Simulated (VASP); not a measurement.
Runs of VASP 6.6.1 on ZnSe. The structure is that of space group Pm-3m (No. 221), or close to it. The cells are those of the table. 

| task | cell | smearing | gap on the mesh (eV) | pressure (GPa) | relaxed volume (Å³/atom) |
| --- | --- | --- | --- | --- | --- |
| relaxation of cell and atoms | relaxed from a = 3.582 Å, 2 atoms | fermi-dirac 0.1 eV | none | 0.0 | 18.62 |
| single point | a = 3.336 Å, 2 atoms | methfessel-paxton 0.05 eV | none | 0.1 | - |
| single point | a = 3.372 Å, 2 atoms | tetrahedron | none | 0.1 | - |
| relaxation of cell and atoms | relaxed from a = 3.582 Å, 2 atoms | tetrahedron | none | -0.1 | (a) |
| single point | a = 3.338 Å, 2 atoms | fermi-dirac 0.1 eV | none | 0.1 | - |

Alike in all rows: level PBE; potentials or basis VASP PAW PBE potentials, release 64 (Zn, Se); no spin polarisation; k mesh 5 × 5 × 5; cutoff (eV) 500.

Problem. Fill in the values left out.

Solution. (a) 19.24.

Caveats: some runs use coarse meshes; the volume moved by over 15 % at a fixed basis, so the end points are rough (some runs).

A k mesh can miss the band edges, and the runs leave out spin-orbit coupling on Se.

A gap of «none» marks levels without a gap at the run's occupations.
